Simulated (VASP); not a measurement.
Runs of VASP 6.6.1 on NiO (zincblende type). The structure is that of space group F-43m (No. 216), or close to it. The cells are those of the table. 

| task | cell | gap on the mesh (eV) | pressure (GPa) | moment (μB) |
| --- | --- | --- | --- | --- |
| single point | a = 3.221 Å, angles 60.0°, 2 atoms | none | (b) | (c) |
| electric field gradients | a = 3.115 Å, angles 60.0°, 2 atoms | none | 8.3 | 1.81 |
| single point | a = 3.169 Å, angles 60.0°, 2 atoms | none | 0.3 | 1.91 |
| single point | a = 3.195 Å, angles 60.0°, 2 atoms | none | -3.0 | (a) |
| electric field gradients | a = 3.142 Å, angles 60.0°, 2 atoms | none | 3.9 | 1.86 |

Alike in all rows: level PBE; potentials or basis VASP PAW PBE potentials, release 64 (Ni, O); spin collinear, ferromagnetic start; k mesh 14 × 14 × 14; cutoff (eV) 520; smearing fermi-dirac 0.03 eV.

**Question.** Fill in the values left out.

**Answer.** (a) 1.95; (b) -6.2; (c) 1.98.

Caveats: a cell with one magnetic atom can't hold antiferromagnetic order, which such compounds often take; semilocal functionals often make such compounds metallic where correlation or magnetic order opens a gap, which also shifts bond lengths.

A gap of «none» marks levels without a gap at the run's occupations.
